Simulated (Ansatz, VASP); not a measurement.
## MnI: VASP beside Ansatz

```
Mn I
1.0
     3.64304    0.00000    0.00000
     0.00000    3.64304    0.00000
     0.00000    0.00000    3.64743
Mn I
1 1
Direct
  0.50000 0.50000 0.50000
  0.00000 0.00000 0.00000
```

Alike in both runs: functional PBE; k mesh 16 × 16 × 12; occupations gaussian, width 0.1 eV; collinear spin.

Ansatz relaxed the structure, and its values are those at the end. VASP's run is a single point on that final structure, the one shown.

|  | VASP | Ansatz |
| --- | --- | --- |
| version | VASP 6.6.1 | Ansatz 0.2.0 |
| potentials or method | VASP PAW PBE potentials, release 64 (Mn_pv, I), cutoff 520 eV | scalar-relativistic, plane waves, PAW |
| valence electrons in the cell | 20 | 32 |

```tsv
	VASP	Ansatz	Ansatz less VASP
gap on the k mesh at the Fermi level (eV)	none	none	-
pressure (GPa)	0.0	0.0	-0.02
net moment per atom (μB)	2.17	2.17	+0.002
size of the moment on the site where the two differ most (μB)	4.01	4.16	+0.154
```

Site moments also hang on the region over which each program counts them. A gap of «none» marks a metal or a gap that the smearing closes. The functional is the same, so the differences come from potentials, cutoffs and numerics. VASP's potentials hold 20 valence electrons a cell and Ansatz's 32, so a difference there can come from the potentials and not from the codes.

Spin-orbit coupling is off throughout.
